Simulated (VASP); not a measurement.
A run of VASP 6.6.1 is set up as follows.

The input INCAR:

```
PREC = Accurate
ENCUT = 600
EDIFF = 1E-6
ISMEAR = 0
SIGMA = 0.1
LREAL = F
LASPH = T
NELM = 100
ALGO = Fast
ISIF = 3
LWAVE = F
LCHARG = F
GGA = PE
IBRION = 2
NSW = 100
EDIFFG = -0.005
```

Contents of KPOINTS:

```
regular mesh
0
Gamma
  15 15 8
```

Contents of POSCAR:

```
Zr
1.0
    3.2319982225      0.0000000000      0.0000000000
   -1.6159991112      2.7989925656      0.0000000000
    0.0000000000      0.0000000000      5.1470000000
Zr
2
Direct
    0.3333333333      0.6666666667      0.2500000000
    0.6666666667      0.3333333333      0.7500000000
```

Potentials or basis: VASP PAW PBE potentials, release 64 (Zr_sv).

The run is started by

```sh
$ cat potpaw_PBE.64/Zr_sv/POTCAR > POTCAR
$ mpirun -np 1 vasp_std > vasp.out
```

Estimate the space group after relaxing (to 0.05 Å).

P6_3/mmc (No. 194).

Predict the relaxed cell.

a = 3.233 Å, b = 3.233 Å, c = 5.169 Å, α = 90.00°, β = 90.00°, γ = 120.00°.

Estimate the relaxed volume.

23.40 Å³/atom.

Step by step:
```
step  energy change (eV)  largest force (eV/Å)  pressure (GPa)  volume (Å³)
   1              0.0000                0.0000            0.47        46.56
   2             -0.0002                0.0000           -0.50        47.02
   3             -0.0005                0.0000           -0.06        46.82
   4             -0.0005                0.0000            0.00        46.79
```

PBE usually gives volumes a little too large and moduli too small. Zero-point motion and thermal expansion aren't in these numbers.
